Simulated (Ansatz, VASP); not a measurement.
**BP: VASP beside Ansatz**

INCAR

```
PREC = Accurate ; ENCUT = 520
EDIFF = 1E-6 ; ISMEAR = 0
SIGMA = 0.1 ; LREAL = False
LASPH = True ; NELM = 80
ALGO = Normal ; ISIF = 2
LWAVE = False ; LCHARG = False
GGA = PS ; NBANDS = 11
```

Contents of KPOINTS:

```
Automatic mesh
0
Gamma
  10 10 10
```

POSCAR

```
BP
1.0
    0.0000000000      2.2690000000      2.2690000000
    2.2690000000      0.0000000000      2.2690000000
    2.2690000000      2.2690000000      0.0000000000
P B
1 1
Direct
    0.2500000000      0.2500000000      0.2500000000
    0.0000000000      0.0000000000      0.0000000000
```

input.yaml

```yaml
crystal:
  lattice:
    - [0.0, 2.269, 2.269]
    - [2.269, 0.0, 2.269]
    - [2.269, 2.269, 0.0]
  atoms:
    - { symbol: P, position: [0.25, 0.25, 0.25] }
    - { symbol: B, position: [0.0, 0.0, 0.0] }
hamiltonian:
  xc: pbesol
  pseudopotentials: { kind: paw }
kpoints:
  mp_grid: { grid: [10, 10, 10] }
scf:
  occupations: { method: gaussian, width: 0.1 }
output:
  forces: true
  stress: true
  eigenvalues: true
```

Alike in both runs: task single point; functional PBEsol; k mesh 10 × 10 × 10; occupations gaussian, width 0.1 eV; no spin polarisation.

```csv
,VASP,Ansatz
version,VASP 6.6.1,Ansatz 0.2.0
potentials or method,"VASP PAW PBE potentials, release 64 (P, B)",Ansatz PAW
plane-wave cutoff (eV),520,420
valence electrons in the cell,8,8
```

VASP gave:

- gap on the k mesh at the Fermi level (eV): 1.13
- least direct gap on the mesh (eV): 3.36
- pressure (GPa): -1.9

Estimate Ansatz's values.

gap on the k mesh at the Fermi level (eV): 1.13; least direct gap on the mesh (eV): 3.36; pressure (GPa): -2.0.

VASP's potentials were made for PBE, not for PBEsol. The functional is the same, so the differences come from potentials, cutoffs and numerics.
